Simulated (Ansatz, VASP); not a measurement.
# CsPbCl3: VASP beside Ansatz

File INCAR:

```
SYSTEM = CsPbCl3
ALGO = Normal
EDIFF = 1E-7
EDIFFG = -0.02
ENCUT = 520
GGA = PE
IBRION = 2
ISIF = 2
ISMEAR = -1
LASPH = .True.
LCHARG = .False.
LREAL = .False.
LWAVE = .False.
NELM = 100
NSW = 80
PREC = Accurate
SIGMA = 0.02
```

Contents of KPOINTS:

```
k-points
0
Gamma
  5 5 5
  0 0 0
```

The input POSCAR:

```
CsPbCl3
1.0
    5.6050000000      0.0000000000      0.0000000000
    0.0000000000      5.6050000000      0.0000000000
    0.0000000000      0.0000000000      5.6050000000
Cs Pb Cl
1 1 3
Direct
    0.0000000000      0.0000000000      0.0000000000
    0.5000000000      0.5000000000      0.5000000000
    0.5000000000      0.5000000000      0.0000000000
    0.0000000000      0.5000000000      0.5000000000
    0.5000000000      0.0000000000      0.5000000000
```

Input for Ansatz:

```yaml
crystal:
  lattice:
    - [5.605, 0.0, 0.0]
    - [0.0, 5.605, 0.0]
    - [0.0, 0.0, 5.605]
  atoms:
    - { symbol: Cs, position: [0.0, 0.0, 0.0] }
    - { symbol: Pb, position: [0.5, 0.5, 0.5] }
    - { symbol: Cl, position: [0.5, 0.5, 0.0] }
    - { symbol: Cl, position: [0.0, 0.5, 0.5] }
    - { symbol: Cl, position: [0.5, 0.0, 0.5] }
kpoints:
  mp_grid: { grid: [5, 5, 5] }
scf:
  occupations: { method: fermi_dirac, width: 0.02 }
hamiltonian:
  xc: pbe
  pseudopotentials: { kind: paw, frozen_core: stored }
output:
  forces: true
  stress: true
  populations: true
  efg: { quadrupole_moments_barn: { Cs: -0.00343, Cl: -0.08112 } }
relax:
  f_tol: 0.02
  max_steps: 60
```

Alike in both runs: task relaxation of the atoms; functional PBE; k mesh 5 × 5 × 5; occupations fermi-dirac, width 0.02 eV; no spin polarisation.

|  | VASP | Ansatz |
| --- | --- | --- |
| version | VASP 6.6.1 | Ansatz 0.2.0 |
| potentials or method | VASP PAW PBE potentials, release 64 (Cs_sv, Pb_d, Cl) | plane-wave PAW, scalar-relativistic |
| plane-wave cutoff (eV) | 520 | 420 |
| valence electrons in the cell | 44 | 44 |

```tsv
	VASP	Ansatz	Ansatz less VASP
gap on the k mesh at the Fermi level, each at its own relaxed structure (eV)	2.96	2.95	-0.009
```

Ansatz's warnings: stress scf threshold loose.

Spin-orbit coupling is off throughout. Noted on VASP's run: the relaxation stopped at its first step, so nothing moved.
